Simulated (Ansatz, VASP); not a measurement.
**Be16CO in VASP and in Ansatz**

```
Be C O
1.0
     4.52544    0.00000    0.00000
    -2.26272    3.91914    0.00000
     0.00000    0.00000   23.47617
Be C O
16 1 1
Direct
  0.33333 0.16667 0.17039
  0.33333 0.66667 0.17039
  0.83333 0.16667 0.17039
  0.83333 0.66667 0.17039
  0.16667 0.33333 0.24635
  0.16667 0.83333 0.24635
  0.66667 0.33333 0.24635
  0.66667 0.83333 0.24635
  0.33333 0.16667 0.32419
  0.33333 0.66667 0.32419
  0.83333 0.16667 0.32419
  0.83333 0.66667 0.32419
  0.16667 0.33333 0.40365
  0.16667 0.83333 0.40365
  0.66667 0.33333 0.40365
  0.66667 0.83333 0.40365
  0.16667 0.33333 0.47351
  0.20497 0.29503 0.52124
```

Alike in both runs: task single point; functional PBE; k mesh 6 × 6 × 1; occupations gaussian, width 0.1 eV; no spin polarisation.

```csv
,VASP,Ansatz
version,VASP 6.6.1,Ansatz 0.2.0
potentials or method,"VASP PAW PBE potentials, release 64 (Be, C, O), cutoff 520 eV","scalar-relativistic, plane waves, PAW"
valence electrons in the cell,42,42
```

```csv
,VASP,Ansatz,Ansatz less VASP
gap on the k mesh at the Fermi level (eV),none,none,-
rms of the force components (eV/Å),0.245,0.241,-0.0046
"work function, face that differs most (eV)",5.54,5.51,-0.039
```

Atom by atom the forces differ by 0.152 eV/Å (rms over components). A gap of «none» marks a metal or a gap that the smearing closes. One of these differences is far larger than is usual between the two programs; its cause wasn't traced. With one functional, cell and mesh, what is left measures potentials, basis and numerics.

Noted on VASP's run: the standard files for N, O and F lose accuracy on very short bonds.
